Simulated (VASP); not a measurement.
Crystal: Au.

```
Au
1.0
     0.00000    2.08564    2.08564
     2.08564    0.00000    2.08564
     2.08564    2.08564    0.00000
Au
1
Direct
  0.00000 0.00000 0.00000
```

```yaml
Program: VASP 6.6.1
Task: relaxation of cell and atoms
Functional: LDA
Potentials_or_basis: VASP PAW LDA potentials, release 64 (Au_sv_GW)
Cutoff: 500 eV
k_mesh: 8 × 8 × 8
Occupations: gaussian, width 0.1 eV
Spin: no spin polarisation
```

At the start: pressure -13.9 GPa; volume 18.14 Å³/atom.

Where does the relaxation end?

Over 4 steps the energy falls by 70.3 meV/atom and the volume is 16.68 Å³/atom (-8.1 %); space group Fm-3m (No. 225, to 0.05 Å).

Step by step:
```csv
step,energy change (eV),largest force (eV/Å),pressure (GPa),volume (Å³)
1,0.0000,0.0000,-13.89,18.14
2,0.2180,0.0000,46.01,14.32
3,-0.0701,0.0000,-0.78,16.73
4,-0.0703,0.0000,-0.20,16.68
```

Final structure:
```xyz
1
Lattice="0.0000 2.0279 2.0279 2.0279 0.0000 2.0279 2.0279 2.0279 0.0000" Properties=species:S:1:pos:R:3 pbc="T T T"
Au    2.0279    0.0000    2.0279
```
